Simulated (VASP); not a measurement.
A run of VASP 6.6.1:

File POSCAR:

```
Yb
1.0
    0.0000000000      2.6096620394      2.6096620394
    2.6096620394      0.0000000000      2.6096620394
    2.6096620394      2.6096620394      0.0000000000
Yb
1
Direct
    0.0000000000      0.0000000000      0.0000000000
```

The input INCAR.step1:

```
SYSTEM = Yb
PREC = Accurate
ENCUT = 520
ISMEAR = 1
SIGMA = 0.3
LREAL = .FALSE.
LASPH = .TRUE.
NELM = 60
NBANDS = 18
GGA = PE
ALGO = Normal
EDIFF = 1E-4
LWAVE = .TRUE.
LCHARG = .FALSE.
```

File INCAR.step2:

```
SYSTEM = Yb
PREC = Accurate
ENCUT = 520
EDIFF = 1E-7
ISMEAR = 1
SIGMA = 0.3
LREAL = .FALSE.
LASPH = .TRUE.
NELM = 60
ALGO = Normal
ISIF = 2
LWAVE = .FALSE.
LCHARG = .TRUE.
METAGGA = R2SCAN
LMIXTAU = .TRUE.
LELF = .TRUE.
LVHAR = .TRUE.
NBANDS = 18
ISTART = 1
```

File KPOINTS:

```
regular mesh
0
G
  10 10 10
  0 0 0
```

Potentials or basis: VASP PAW PBE potentials, release 64 (Yb).

Command:

```sh
$ cat potpaw_PBE.64/Yb/POTCAR > POTCAR
$ cp INCAR.step1 INCAR
$ mpirun -np 1 vasp_std > vasp.out
$ cp INCAR.step2 INCAR
$ mpirun -np 1 vasp_std > vasp.out
```

Hardware: 1 thread of AMD EPYC 7R43 64-Core Processor (Zen 3) (shared host).

**Question.** How long does it take, and how much memory?

**Answer.** Wall time 16 min on 1 thread of AMD EPYC 7R43 64-Core Processor (Zen 3) (shared host), peak memory 0.16 GiB. Counts: k points 47.
